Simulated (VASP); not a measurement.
Input of a VASP 6.6.1 run:

INCAR

```
SYSTEM = LiF
PREC     = Accurate       ! precision mode
ENCUT    = 750            ! plane-wave cutoff, eV
EDIFF    = 1E-6           ! SCF threshold, eV
ISMEAR   = 0              ! smearing method
SIGMA    = 0.02           ! smearing width, eV
LREAL    = .FALSE.        ! projectors in reciprocal space
LASPH    = .TRUE.         ! aspherical terms in the spheres
NELM     = 120            ! most SCF steps
ALGO     = Normal         ! electronic algorithm
ISIF     = 2              ! what is computed and relaxed
LWAVE    = .FALSE.        ! write WAVECAR
LCHARG   = .TRUE.         ! write CHGCAR
GGA      = PE             ! functional
LELF     = .TRUE.         ! ELF
LVHAR    = .TRUE.       
NBANDS   = 12             ! bands
GGA_COMPAT= .FALSE.
```

File KPOINTS:

```
Automatic mesh
0
G
  10 10 10
  0 0 0
```

File POSCAR:

```
LiF
1.0
    0.0000000000      1.9700837346      1.9700837346
    1.9700837346      0.0000000000      1.9700837346
    1.9700837346      1.9700837346      0.0000000000
Li F
1 1
Direct
    0.0000000000      0.0000000000      0.0000000000
    0.5000000000      0.5000000000      0.5000000000
```

Potentials or basis: VASP PAW PBE potentials, release 64 (Li_sv, F).

Command:

```sh
$ cat potpaw_PBE.64/Li_sv/POTCAR potpaw_PBE.64/F/POTCAR > POTCAR
$ mpirun -np 1 vasp_std > vasp.out
```

Question: Predict the pressure.

Answer: 7.1 GPa.

Question: Estimate the band gap on the k mesh.

Answer: 9.69 eV.

Caveat: the cell stands under pressure. A k mesh can miss the band edges.
